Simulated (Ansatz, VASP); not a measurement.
**Two plane-wave programs on Ni**

The input POSCAR:

```
Ni
1.0
    0.0000000000      1.7603666700      1.7603666700
    1.7603666700      0.0000000000      1.7603666700
    1.7603666700      1.7603666700      0.0000000000
Ni
1
Direct
    0.0000000000      0.0000000000      0.0000000000
```

The input INCAR.step1:

```
SYSTEM = Ni
PREC = Accurate ; ENCUT = 520
ISMEAR = -1 ; SIGMA = 0.1
LREAL = .False. ; LASPH = .True.
NELM = 150 ; ISPIN = 2
MAGMOM = 2 ; LMAXMIX = 4
NBANDS = 15 ; GGA = PE
ALGO = Normal ; EDIFF = 1E-4
LWAVE = .True. ; LCHARG = .False.
```

INCAR.step2

```
SYSTEM = Ni
PREC = Accurate ; ENCUT = 520
EDIFF = 1E-7 ; ISMEAR = -1
SIGMA = 0.1 ; LREAL = .False.
LASPH = .True. ; NELM = 150
ALGO = Normal ; ISIF = 2
LWAVE = .False. ; LCHARG = .False.
ISPIN = 2 ; MAGMOM = 2
LORBIT = 11 ; LMAXMIX = 4
METAGGA = R2SCAN ; LMIXTAU = .True.
NBANDS = 15 ; ISTART = 1
```

Contents of KPOINTS:

```
regular mesh
0
Gamma
  14 14 14
  0 0 0
```

Input for Ansatz:

```yaml
crystal:
  lattice:
    - [0.0, 1.76036667, 1.76036667]
    - [1.76036667, 0.0, 1.76036667]
    - [1.76036667, 1.76036667, 0.0]
  atoms:
    - { symbol: Ni, position: [0.0, 0.0, 0.0], spin: 2.0 }
magnetization:
  spin_polarized: true
hamiltonian:
  xc: r2scan
  pseudopotentials: { kind: paw }
basis:
  ecutwfc: 500
kpoints:
  mp_grid: { grid: [14, 14, 14] }
scf:
  occupations: { method: fermi_dirac, width: 0.1 }
  lower_state_search: "off"
output:
  forces: true
  stress: true
```

Alike in both runs: task single point; functional r2SCAN; k mesh 14 × 14 × 14; occupations fermi-dirac, width 0.1 eV; collinear spin.

```csv
,VASP,Ansatz
version,VASP 6.6.1,Ansatz 0.2.0
potentials or method,"VASP PAW PBE potentials, release 64 (Ni), cutoff 520 eV","PAW, plane waves, scalar-relativistic"
valence electrons in the cell,10,18
```

VASP gave:

| Property | Result |
| --- | --- |
| pressure (GPa) | -6.6 |
| net moment per atom (μB) | 0.74 |
| size of the moment on the site where the two differ most (μB) | 0.76 |

Q: What did Ansatz give for the same quantities?

A: Pressure (GPa): -7.0; net moment per atom (μB): 0.75; size of the moment on the site where the two differ most (μB): 0.82.

VASP's potentials were made for PBE, not for r2SCAN. Site moments also hang on the region over which each program counts them. VASP's potentials hold 10 valence electrons a cell and Ansatz's 18, so a difference there can come from the potentials and not from the codes. Ansatz's warnings: stability check not made.
